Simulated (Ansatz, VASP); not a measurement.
## SiF in VASP and in Ansatz

```
Si F
1.0
    -3.96475    0.00000    0.00000
     0.00000    0.00000   -6.62956
     0.00000   -6.66009    0.00000
Si F
4 4
Direct
  0.00000 0.92608 0.18119
  0.50000 0.07392 0.31881
  0.50000 0.07392 0.68119
  0.00000 0.92608 0.81881
  0.00000 0.69067 0.25087
  0.50000 0.30933 0.24913
  0.50000 0.30933 0.75087
  0.00000 0.69067 0.74913
```

Alike in both runs: task single point; functional PBE; k mesh 4 × 2 × 2; occupations gaussian, width 0.1 eV; no spin polarisation.

```csv
,VASP,Ansatz
version,VASP 6.6.1,Ansatz 0.2.0
potentials or method,"VASP PAW PBE potentials, release 64 (Si, F), cutoff 520 eV","scalar-relativistic, plane waves, PAW"
valence electrons in the cell,44,44
```

```csv
,VASP,Ansatz,Ansatz less VASP
gap on the k mesh at the Fermi level (eV),0.46,0.45,-0.002
least direct gap on the mesh (eV),0.46,0.45,-0.002
pressure (GPa),0.3,0.0,-0.22
"traceless stress, the component that is largest in VASP (GPa)",0.73,0.02,-0.706
rms of the force components (eV/Å),0.125,0.011,-0.1141
```

Atom by atom the forces differ by 0.115 eV/Å (rms over components). One of these differences is far larger than is usual between the two programs; its cause wasn't traced.

The k mesh is coarse, so the values compare programs but aren't converged.
